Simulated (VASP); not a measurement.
Wanted: the native input for a VASP 6.6.1 run.

* Task: single point
* Functional: PBE
* Potentials or basis: VASP PAW PBE potentials, release 64 (Pt, Se)
* Cutoff: 520 eV
* k mesh: 2 × 2 × 2, shifted
* Occupations: gaussian, width 0.01 eV
* Spin: no spin polarisation
* Dipole correction: no
* Further INCAR settings: LREAL = Auto; ALGO = Normal; EDIFF = 1e-07; NBANDS = 124

The structure of Pt5Se9 (a cell with a defect) lies in POSCAR:

```
Pt5Se9
1.0
   -5.6273392766     -3.2489458462      6.5013337589
    5.6273392766     -3.2489458462      6.5013337589
    0.0000000000      6.4978916924      6.5013337589
Pt Se
10 18
Direct
    0.6715962271      0.3357207622      0.0007383135
    0.6716889640      0.0017180176      0.3346364888
    0.3376565481      0.6656887185     -0.0040141886
    1.0110024377      1.0079271526      0.0068842988
    0.3369534339      0.3284172260      0.3273994575
    0.6716046916      0.6633287053      0.6623503918
    0.3377246106     -0.0030167863      0.6646200139
    1.0029570849      0.6627835902      0.3237437715
    1.0030253689      0.3247985311      0.6617619972
    0.0380786838      0.2033654267      0.2020983415
    0.7139088756      0.7126346774      0.3719081079
    0.7139441697      0.3729218704      0.7116079199
    0.3833258836      0.0393412014      0.3739688220
    0.0494894534      0.3624492944      0.3615556959
    0.3821185155      0.7084373522      0.7074156479
    0.7222665534      0.0471081306      0.0459920137
    0.3832001998      0.3750381098      0.0383308977
    0.0475868617      0.0389047361      0.7198263826
    0.0475060453      0.7208582848      0.0378466250
    0.6250207578      0.2915936201      0.2906369261
    0.6261931822      0.9526983867      0.6227246369
    0.2907946832      0.6172073165      0.2854872971
    0.9595047192      0.9577071050      0.3081666196
    0.2908736821      0.2864631099      0.6162251942
    0.6261118158      0.6238016105      0.9517353996
    0.3011538019      0.9548138199      0.9537434560
    0.9620245826      0.6126134480      0.6115574826
    0.9595085602      0.3094219752      0.9565927278
```

This cell differs from its parent crystal: with an interstitial atom, then relaxed in part.

One way to write it, as run:

INCAR

```
SYSTEM = Pt5Se9
PREC = Accurate ; ENCUT = 520
EDIFF = 1E-7 ; ISMEAR = 0
SIGMA = 0.01 ; LREAL = Auto
LASPH = .True. ; NELM = 80
ALGO = Normal ; ISIF = 2
LWAVE = .False. ; LCHARG = .False.
GGA = PE ; NBANDS = 124
```

KPOINTS

```
Automatic mesh
0
Gamma
  2 2 2
  0.5 0.5 0.5
```

Potentials or basis: VASP PAW PBE potentials, release 64 (Pt, Se).

Command:

```bash
$ cat potpaw_PBE.64/Pt/POTCAR potpaw_PBE.64/Se/POTCAR > POTCAR
$ mpirun -np 1 vasp_std > vasp.out
```

Results of the run:

The pressure is 0.3 GPa, the largest force is 0.027 eV/Å and the band gap on the k mesh is 0.85 eV.

Caveat: the cell differs from its parent crystal (with an interstitial atom, then relaxed in part); spin-orbit coupling is left out, which moves the levels of the heavy elements.

Run time: 8.1 min on 1 thread of Intel(R) Xeon(R) Platinum 8488C (Sapphire Rapids), with other jobs on the host, peak memory 0.78 GiB.
